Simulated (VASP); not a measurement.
## HfO2: single point with PBEsol

The system is HfO2.

```
Hf O
1.0
     0.00000    2.45473    2.52207
     2.45473    0.00000    2.52207
     2.45473    2.45473    0.00000
Hf O
1 2
Cartesian
  0.0000 0.0000 0.0000
  1.2274 1.2274 1.2610
  3.6821 3.6821 3.7831
```

This cell differs from its parent crystal: normal strain along x -0.0267, normal strain along y -0.0267.

```yaml
Program: VASP 6.6.1
Task: single point
Functional: PBEsol
Potentials_or_basis: VASP PAW PBE potentials, release 64 (Hf_pv, O)
Cutoff: 520 eV
k_mesh: 8 × 8 × 8
Occupations: gaussian, width 0.05 eV
Spin: no spin polarisation
```

* Pressure: 11.8 GPa
* Band gap on the k mesh: 3.61 eV, indirect (least direct gap 3.70 eV)

Stress tensor (GPa, compression positive):
```
16.47  0.00  0.00
 0.00 16.47  0.00
 0.00  0.00  2.60
```

Levels at points of the mesh, in eV from the valence-band top:
```csv
k point,band 9,band 10,band 11,band 12,band 13,band 14
"(0.00, 0.00, 0.00)",-1.01,-0.63,-0.63,3.61,3.98,6.13
"(0.50, 0.00, 0.00)",-3.04,-2.05,-2.03,4.59,4.72,7.49
"(0.50, 0.50, 0.00)",-1.69,-1.69,-0.31,3.73,5.69,6.82
"(0.50, 0.00, 0.50)",-2.08,-1.56,0.00,3.70,5.71,7.29
```

It took 14 s on 1 thread of Intel(R) Xeon(R) 6975P-C (Granite Rapids), with other jobs on the host, peak memory 0.17 GiB.

Caveat: the cell differs from its parent crystal (normal strain along x -0.0267, normal strain along y -0.0267); the PAW data sets were made with another functional, which shifts forces and pressure a little; spin-orbit coupling is left out, which moves the levels of the heavy elements. A k mesh can miss the band edges.
